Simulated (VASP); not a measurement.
CaS: single point with BLYP

Crystal: CaS.

```
CELL_PARAMETERS angstrom
0.00000 2.87306 2.87306
2.87306 0.00000 2.87306
2.87306 2.87306 0.00000
ATOMIC_POSITIONS crystal
Ca 0.50000 0.50000 0.50000
S 0.00000 0.00000 0.00000
```

This cell differs from its parent crystal: volume scaled by 0.98.

* Program: VASP 6.6.1
* Task: single point
* Functional: BLYP
* Potentials or basis: VASP PAW PBE potentials, release 64 (Ca_sv, S)
* Cutoff: 500 eV
* k mesh: 8 × 8 × 8
* Occupations: gaussian, width 0.05 eV
* Spin: no spin polarisation
* Dipole correction: no
* Further INCAR settings: ALGO = Normal; EDIFF = 1e-06; NBANDS = 15

| Property | Result |
| --- | --- |
| Pressure | 1.2 GPa |
| Band gap on the k mesh | 2.50 eV, indirect (least direct gap 3.27 eV) |

Levels at points of the mesh, in eV from the valence-band top:
```
           k point  band 6  band 7  band 8  band 9  band 10  band 11
(0.00, 0.00, 0.00)    0.00    0.00    0.00    4.11     4.11     4.11
(0.50, 0.00, 0.00)   -2.92   -1.10   -1.10    5.43     5.87     5.95
(0.50, 0.50, 0.00)   -2.14   -0.76   -0.76    2.50     5.40     5.94
```

It took 61 s on 1 thread of AMD EPYC 7R13, with other jobs on the host, peak memory 0.14 GiB.

Caveat: the PAW data sets were made with another functional, which shifts forces and pressure a little. A k mesh can miss the band edges.
